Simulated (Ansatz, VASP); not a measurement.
## One calculation of O, two programs

INCAR

```
ALGO = Normal
EDIFF = 1E-7
EDIFFG = -0.01
ENCUT = 600
GGA = PE
IBRION = 2
ISIF = 3
ISMEAR = 0
LASPH = True
LCHARG = False
LREAL = False
LWAVE = False
NELM = 100
NSW = 100
PREC = Accurate
SIGMA = 0.1
```

KPOINTS

```
k-points
0
Gamma
  12 12 6
```

Contents of POSCAR:

```
O
1.0
    3.4695164967      0.0000000000      0.0000000000
   -1.7347582483      3.0046894249      0.0000000000
    0.0000000000      0.0000000000      6.4078739049
O
6
Direct
    0.0000000000      0.0000000000      0.5000000000
    0.0000000000      0.0000000000      0.0000000000
    0.6666666667      0.3333333333      0.3421435352
    0.3333333333      0.6666666667      0.6578564648
    0.3333333333      0.6666666667      0.8421435352
    0.6666666667      0.3333333333      0.1578564648
```

Input for Ansatz:

```yaml
crystal:
  lattice:
    - [3.4695164967, 0.0, 0.0]
    - [-1.7347582483, 3.0046894249, 0.0]
    - [0.0, 0.0, 6.4078739049]
  atoms:
    - { symbol: O, position: [0.0, 0.0, 0.5] }
    - { symbol: O, position: [0.0, 0.0, 0.0] }
    - { symbol: O, position: [0.6666666667, 0.3333333333, 0.3421435352] }
    - { symbol: O, position: [0.3333333333, 0.6666666667, 0.6578564648] }
    - { symbol: O, position: [0.3333333333, 0.6666666667, 0.8421435352] }
    - { symbol: O, position: [0.6666666667, 0.3333333333, 0.1578564648] }
basis:
  ecutwfc: 420
kpoints:
  mp_grid: { grid: [12, 12, 6] }
hamiltonian:
  xc: pbe
scf:
  occupations: { method: gaussian, width: 0.1 }
output:
  forces: true
  stress: true
  eigenvalues: true
relax:
  adjacent_minimum: "off"
  f_tol: 0.01
  max_steps: 80
  cell: { stress_tol: 0.05 }
```

Alike in both runs: task relaxation of cell and atoms; functional PBE; k mesh 12 × 12 × 6; occupations gaussian, width 0.1 eV; no spin polarisation.

|  | VASP | Ansatz |
| --- | --- | --- |
| version | VASP 6.6.1 | Ansatz 0.2.0 |
| potentials or method | VASP PAW PBE potentials, release 64 (O), cutoff 600 eV | scalar-relativistic, plane waves, PAW |
| valence electrons in the cell | 36 | 36 |

|  | VASP | Ansatz | Ansatz less VASP |
| --- | --- | --- | --- |
| gap on the k mesh at the Fermi level, each at its own relaxed structure (eV) | none | none | - |
| relaxed volume (Å³/atom) | 11.04 | 11.14 | +0.101 |
| relaxed length of the cell vector where the two differ most in proportion (Å) | 3.455 | 3.475 | +0.0202 |

A gap of «none» marks a metal or a gap that the smearing closes.

Noted on VASP's run: the standard files for N, O and F lose accuracy on very short bonds; spin is off for a triplet molecule.
